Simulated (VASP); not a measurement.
Here is a VASP 6.6.1 calculation.

Contents of INCAR:

```
SYSTEM = TiTe2
PREC     = Accurate       ! precision mode
ENCUT    = 520            ! plane-wave cutoff, eV
EDIFF    = 1E-7           ! SCF threshold, eV
ISMEAR   = 0              ! smearing method
SIGMA    = 0.013000000000000001 ! smearing width, eV
LREAL    = .FALSE.        ! projectors in reciprocal space
LASPH    = .TRUE.         ! aspherical terms in the spheres
NELM     = 100            ! most SCF steps
ALGO     = Normal         ! electronic algorithm
ISIF     = 2              ! what is computed and relaxed
LWAVE    = .FALSE.        ! write WAVECAR
LCHARG   = .FALSE.        ! write CHGCAR
GGA      = PE             ! functional
NBANDS   = 19             ! bands
```

Contents of KPOINTS:

```
Automatic mesh
0
G
  8 8 4
  0 0 0
```

File POSCAR:

```
TiTe2
1.0
    3.7770000000      0.0000000000      0.0000000000
   -1.8885000000      3.2709779501      0.0000000000
    0.0000000000      0.0000000000      6.4980000000
Te Ti
2 1
Direct
    0.3333333333      0.6666666667      0.7372000000
    0.6666666667      0.3333333333      0.2628000000
    0.0000000000      0.0000000000      0.0000000000
```

Potentials or basis: VASP PAW PBE potentials, release 64 (Te, Ti_sv).

The run is started by

```sh
$ cat potpaw_PBE.64/Te/POTCAR potpaw_PBE.64/Ti_sv/POTCAR > POTCAR
$ mpirun -np 1 vasp_std > vasp.out
```

What does it give for the pressure?

0.9 GPa.

Predict the largest force.

0.022 eV/Å.

Stress tensor (GPa, compression positive):
```
0.68 0.00 0.00
0.00 0.68 0.00
0.00 0.00 1.27
```

Caveat: this functional lacks dispersion, which binds layers or chains, so the pressure and a relaxed spacing across them are unreliable.
